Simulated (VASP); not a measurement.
The system is Hf.

```
Hf
1.0
     3.19873    0.00000    0.00000
    -1.59937    2.77018    0.00000
     0.00000    0.00000    5.05050
Hf
2
Cartesian
  0.0000 1.8468 1.2626
  1.5994 0.9234 3.7879
```

Base run:

| Quantity | Value |
| --- | --- |
| Program | VASP 6.6.1 |
| Functional | r2SCAN |
| Potentials or basis | VASP PAW PBE potentials, release 64 (Hf_pv) |
| Cutoff | 520 eV |
| k mesh | 11 × 11 × 6 |
| Occupations | fermi-dirac, width 0.1 eV |
| Spin | no spin polarisation |

Its results: band gap on the k mesh zero (band 10 reaches 6.16 eV, above the bottom of band 11 at 4.46 eV); pressure -0.6 GPa.

Problem. After a change of settings the same cell gave: band gap on the k mesh zero (band 10 reaches 6.16 eV, above the bottom of band 11 at 4.67 eV); pressure -0.1 GPa. Which change was it?
A. k mesh from 11 × 11 × 6 to 6 × 6 × 3
B. k mesh from 11 × 11 × 6 to 3 × 3 × 2; further incar settings from ALGO = Normal; EDIFF = 1e-07; NBANDS = 17 to ALGO = Normal; EDIFF = 1e-06; NBANDS = 17
C. k mesh from 11 × 11 × 6 to 4 × 4 × 2

Solution. A.

Caveats: some runs use coarse meshes; the PAW data sets were made with another functional, which shifts forces and pressure a little; spin-orbit coupling is left out, which moves the levels of the heavy elements.
